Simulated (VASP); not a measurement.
Wanted: the native input for a VASP 6.6.1 run.

| Property | Result |
| --- | --- |
| Task | single point |
| Functional | PBE |
| Potentials or basis | VASP PAW PBE potentials, release 64 (Al, B, N) |
| Cutoff | 520 eV |
| k mesh | 6 × 6 × 4 |
| Occupations | gaussian, width 0.1 eV |
| Spin | no spin polarisation |
| Dipole correction | no |
| Further INCAR settings | ALGO = Normal; EDIFF = 1e-07; NBANDS = 21 |

The structure of Al2BN3 lies in POSCAR:

```
Al2BN3
1.0
    2.9590948373      0.0000000000      0.0000000000
   -1.4795474186      2.5626513013      0.0000000000
    0.0000000000      0.0000000000      7.2336465064
Al B N
2 1 3
Direct
    0.0000000000      0.0000000000      0.9895732369
    0.6666666667      0.3333333333      0.3470330389
    0.3333333333      0.6666666667      0.6541564785
    0.6666666667      0.3333333333      0.0878787641
    0.3333333333      0.6666666667      0.4436040813
    0.0000000000      0.0000000000      0.7277544003
```

The input as run:

INCAR

```
  ALGO = Normal
  EDIFF = 1E-7
  ENCUT = 520
  GGA = PE
  ISIF = 2
  ISMEAR = 0
  LASPH = T
  LCHARG = T
  LELF = T
  LREAL = F
  LVHAR = T
  LWAVE = F
  NBANDS = 21
  NELM = 60
  PREC = Accurate
  SIGMA = 0.1
```

KPOINTS

```
k-points
0
Gamma
  6 6 4
```

Potentials or basis: VASP PAW PBE potentials, release 64 (Al, B, N).

Command:

```bash
$ cat potpaw_PBE.64/Al/POTCAR potpaw_PBE.64/B/POTCAR potpaw_PBE.64/N/POTCAR > POTCAR
$ mpirun -np 1 vasp_std > vasp.out
```

It gave:

```
Pressure               : -0.2 GPa
Largest force          : 0.027 eV/Å
Band gap on the k mesh : 3.10 eV (least direct gap 4.07 eV)
```

Run time: 48 s on 1 thread of Intel Xeon 8259CL, with other jobs on the host, peak memory 0.18 GiB.
